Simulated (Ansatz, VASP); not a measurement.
# HfN in VASP and in Ansatz

```
CELL_PARAMETERS angstrom
3.21586 0.00000 0.00000
-1.60793 2.78501 0.00000
0.00000 0.00000 5.09944
ATOMIC_POSITIONS crystal
Hf 0.66667 0.33333 0.75000
Hf 0.33333 0.66667 0.25000
N 0.00000 0.00000 0.00000
N 0.00000 0.00000 0.50000
```

Alike in both runs: task single point; functional PBEsol; k mesh 18 × 18 × 10; occupations gaussian, width 0.15 eV; no spin polarisation.

|  | VASP | Ansatz |
| --- | --- | --- |
| version | VASP 6.6.1 | Ansatz 0.2.0 |
| potentials or method | VASP PAW PBE potentials, release 64 (Hf_pv, N), cutoff 520 eV | scalar-relativistic, plane waves, PAW |
| valence electrons in the cell | 30 | 62 |

Ansatz gave:

- gap on the k mesh at the Fermi level (eV): none
- pressure (GPa): 0.5
- traceless stress, the component that is largest in VASP (GPa): 25.96

Estimate VASP's values.

gap on the k mesh at the Fermi level (eV): none; pressure (GPa): -1.6; traceless stress, the component that is largest in VASP (GPa): 26.30.

VASP's potentials were made for PBE, not for PBEsol. A gap of «none» marks a metal or a gap that the smearing closes. VASP's potentials hold 30 valence electrons a cell and Ansatz's 62, so a difference there can come from the potentials and not from the codes.

Spin-orbit coupling is off throughout.
